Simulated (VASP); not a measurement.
A run of VASP 6.6.1 is set up as follows.

INCAR

```
SYSTEM = Rh
PREC     = Accurate       ! precision mode
ENCUT    = 520            ! plane-wave cutoff, eV
EDIFF    = 1E-6           ! SCF threshold, eV
ISMEAR   = -1             ! smearing method
SIGMA    = 0.06122561905347299 ! smearing width, eV
LREAL    = .False.        ! projectors in reciprocal space
LASPH    = .True.         ! aspherical terms in the spheres
NELM     = 60             ! most SCF steps
ALGO     = Normal         ! electronic algorithm
ISIF     = 2              ! what is computed and relaxed
LWAVE    = .False.        ! write WAVECAR
LCHARG   = .False.        ! write CHGCAR
GGA      = PE             ! functional
NBANDS   = 22             ! bands
```

File KPOINTS:

```
regular mesh
0
Gamma
  17 17 17
  0 0 0
```

POSCAR

```
Rh
1.0
    0.0000000000      2.7008708759      2.7008708759
    2.7008708759      0.0000000000      2.7008708759
    2.7008708759      2.7008708759      0.0000000000
Rh
2
Direct
    0.0000000000      0.0000000000      0.0000000000
    0.2500000000      0.2500000000      0.2500000000
```

Potentials or basis: VASP PAW PBE potentials, release 64 (Rh_pv).

Run with:

```sh
$ cat potpaw_PBE.64/Rh_pv/POTCAR > POTCAR
$ mpirun -np 1 vasp_std > vasp.out
```

(1) What does it give for the pressure?

(2) Predict the band gap on the k mesh.

## Answers

(1) 9.4 GPa.

(2) zero (bands 15 and 16 overlap by 1.35 eV).

Caveat: the cell stands under pressure.
